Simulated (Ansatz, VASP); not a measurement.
Hf in VASP and in Ansatz

```
Hf
1.0
     0.00000    2.24065    2.24065
     2.24065    0.00000    2.24065
     2.24065    2.24065    0.00000
Hf
1
Direct
  0.00000 0.00000 0.00000
```

Alike in both runs: functional PBE; k mesh 16 × 16 × 16; occupations fermi-dirac, width 0.05 eV; non-collinear spin, spin-orbit coupling.

Ansatz relaxed the structure, and its values are those at the end. VASP's run is a single point on that final structure, the one shown.

```csv
,VASP,Ansatz
version,VASP 6.6.1,Ansatz 0.2.0
potentials or method,"VASP PAW PBE potentials, release 64 (Hf_pv)","PAW with Ansatz's default frozen-core files, fully relativistic files with spin-orbit coupling"
plane-wave cutoff (eV),520,420
valence electrons in the cell,10,26
```

|  | VASP | Ansatz | Ansatz less VASP |
| --- | --- | --- | --- |
| pressure (GPa) | -0.6 | 0.0 | +0.59 |
| net moment per atom (μB) | 0.00 | 0.00 | 0.000 |

VASP's potentials hold 10 valence electrons a cell and Ansatz's 26, so a difference there can come from the potentials and not from the codes.
